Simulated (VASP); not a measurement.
TiO2: relaxation of the atoms with PBE

TiO2:

```xyz
6
Lattice="-1.8921 1.8921 4.7573 1.8921 -1.8921 4.7573 1.8921 1.8921 -4.7573" Properties=species:S:1:pos:R:3 pbc="T T T"
Ti    0.0000    0.0000    0.0000
Ti    0.0000    1.8921    2.3786
O     0.0000    0.0000    1.9800
O     0.0000    1.8921    4.3586
O     0.0000    1.8921    0.3987
O     0.0000    0.0000    7.5346
```

```
Program                : VASP 6.6.1
Task                   : relaxation of the atoms
Functional             : PBE
Potentials or basis    : VASP PAW PBE potentials, release 64 (Ti_sv, O)
Cutoff                 : 520 eV
k mesh                 : 5 × 5 × 5
Occupations            : gaussian, width 0.01 eV
Spin                   : no spin polarisation
Dipole correction      : no
Further INCAR settings : ALGO = Normal; EDIFF = 1e-07; IBRION = 2; EDIFFG = -0.004; NSW = 80
```

* Energy gained by relaxing: 0.3 meV/atom
* Ionic steps: 3
* Pressure after relaxing: 5.4 GPa
* Band gap on the k mesh: 2.09 eV (least direct gap 2.45 eV)

Stress tensor (GPa, compression positive):
```
5.47 0.00 0.00
0.00 5.47 0.00
0.00 0.00 5.39
```

The path:
| step | energy change (eV) | largest force (eV/Å) | pressure (GPa) |
| --- | --- | --- | --- |
| 1 | 0.0000 | 0.1206 | 5.89 |
| 2 | -0.0017 | 0.0300 | 5.56 |
| 3 | -0.0019 | 0.0005 | 5.45 |

Final structure:
```xyz
6
Lattice="-1.8921 1.8921 4.7573 1.8921 -1.8921 4.7573 1.8921 1.8921 -4.7573" Properties=species:S:1:pos:R:3 pbc="T T T"
Ti    0.0000    0.0000    0.0000
Ti    0.0000    1.8921    2.3786
O     0.0000    0.0000    1.9878
O     0.0000    1.8921    4.3664
O     0.0000    1.8921    0.3909
O     0.0000    0.0000    7.5268
```

Levels at points of the mesh, in eV from the valence-band top:
```tsv
k point	band 21	band 22	band 23	band 24	band 25	band 26	band 27	band 28
(0.00, 0.00, 0.00)	-0.78	-0.78	-0.48	-0.48	2.09	2.82	3.93	3.93
```

Run time: 4.4 min on 1 thread of Intel Xeon 8259CL, on a shared host, peak memory 0.26 GiB.

Caveat: an odd mesh through Γ misses points on the zone boundary, where band edges can lie. Expect the measured gap to be larger: semilocal functionals such as PBE lack the derivative discontinuity.
